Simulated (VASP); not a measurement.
A run of VASP 6.6.1 is set up as follows.

File POSCAR:

```
KF
1.0
    0.0000000000      2.7202862500      2.6735000000
    2.7202862500      0.0000000000      2.6735000000
    2.7202862500      2.7202862500      0.0000000000
K F
1 1
Direct
    0.0000000000      0.0000000000      0.0000000000
    0.5000000000      0.5000000000      0.5000000000
```

File INCAR.step1:

```
SYSTEM = KF
PREC = Accurate
ENCUT = 520
ISMEAR = 0
SIGMA = 0.05
LREAL = .FALSE.
LASPH = .TRUE.
NELM = 60
NBANDS = 15
GGA = PE
ALGO = Normal
EDIFF = 1E-4
LWAVE = .TRUE.
LCHARG = .FALSE.
```

File INCAR.step2:

```
SYSTEM = KF
PREC = Accurate
ENCUT = 520
EDIFF = 1E-6
ISMEAR = 0
SIGMA = 0.05
LREAL = .FALSE.
LASPH = .TRUE.
NELM = 60
ALGO = Normal
ISIF = 2
LWAVE = .FALSE.
LCHARG = .FALSE.
METAGGA = R2SCAN
LMIXTAU = .TRUE.
NBANDS = 15
ISTART = 1
```

File KPOINTS:

```
regular mesh
0
G
  8 8 8
  0 0 0
```

Potentials or basis: VASP PAW PBE potentials, release 64 (K_sv, F).

Command:

```sh
$ cat potpaw_PBE.64/K_sv/POTCAR potpaw_PBE.64/F/POTCAR > POTCAR
$ cp INCAR.step1 INCAR
$ mpirun -np 1 vasp_std > vasp.out
$ cp INCAR.step2 INCAR
$ mpirun -np 1 vasp_std > vasp.out
```

(1) What does it give for the band gap on the k mesh?

(2) What does it give for the pressure?

## Answers

(1) 6.62 eV.

(2) -1.6 GPa.

Caveat: the cell differs from its parent crystal (strain +0.0175 x Voigt [1, 1, 0, 0, 0, 0]); the PAW data sets were made with another functional, which shifts forces and pressure a little.
